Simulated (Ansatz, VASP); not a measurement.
# Hg in VASP and in Ansatz

```
Hg
1.0
    -1.87674    1.87674    1.91684
     1.87674   -1.87674    1.91684
     1.87674    1.87674   -1.91684
Hg
1
Direct
  0.50000 0.50000 0.00000
```

Alike in both runs: functional r2SCAN; k mesh 10 × 10 × 10; occupations fermi-dirac, width 0.05 eV; non-collinear spin, spin-orbit coupling.

|  | VASP | Ansatz |
| --- | --- | --- |
| version | VASP 6.6.1 | Ansatz 0.2.0 |
| potentials or method | VASP PAW PBE potentials, release 64 (Hg) | Ansatz PAW |
| plane-wave cutoff (eV) | 520 | 500 |
| valence electrons in the cell | 12 | 20 |
| task | single point | band structure |

VASP gave:

| Quantity | Value |
| --- | --- |
| pressure (GPa) | -0.2 |

**Question.** Which values does Ansatz return?

**Answer.** Pressure (GPa): -0.7.

VASP's potentials were made for PBE, not for r2SCAN. With one functional, cell and mesh, what is left measures potentials, basis and numerics. VASP's potentials hold 12 valence electrons a cell and Ansatz's 20, so a difference there can come from the potentials and not from the codes.
